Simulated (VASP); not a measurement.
# Pt: single point with PBEsol

Pt:

```
Pt
1.0
     2.55353    0.00000    0.00000
     0.00000    2.55353    0.00000
     0.00000    0.00000    2.55353
Pt
1
Cartesian
  0.0000 0.0000 0.0000
```

```
Program                : VASP 6.6.1
Task                   : single point
Functional             : PBEsol
Potentials or basis    : VASP PAW PBE potentials, release 64 (Pt)
Cutoff                 : 520 eV
k mesh                 : 9 × 9 × 9
Occupations            : fermi-dirac, width 0.1 eV
Spin                   : no spin polarisation
Dipole correction      : no
Further INCAR settings : ALGO = Normal; EDIFF = 1e-07; NBANDS = 11
```

```json
{
  "Pressure": "9.5 GPa",
  "Band gap on the k mesh": "zero (band 5 reaches 11.17 eV, above the bottom of band 6 at 8.15 eV)"
}
```

Levels at points of the mesh, in eV from the Fermi level:
| k point | band 2 | band 3 | band 4 | band 5 | band 6 | band 7 | band 8 | band 9 |
| --- | --- | --- | --- | --- | --- | --- | --- | --- |
| (0.00, 0.00, 0.00) | -6.26 | -6.26 | 0.45 | 0.45 | 0.45 | 15.66 | 15.66 | 15.66 |

It used 11 s of CPU time on 1 thread of Intel Xeon 8259CL (shared host).

Caveat: the PAW data sets were made with another functional, which shifts forces and pressure a little; spin-orbit coupling is left out, which moves the levels of the heavy elements.
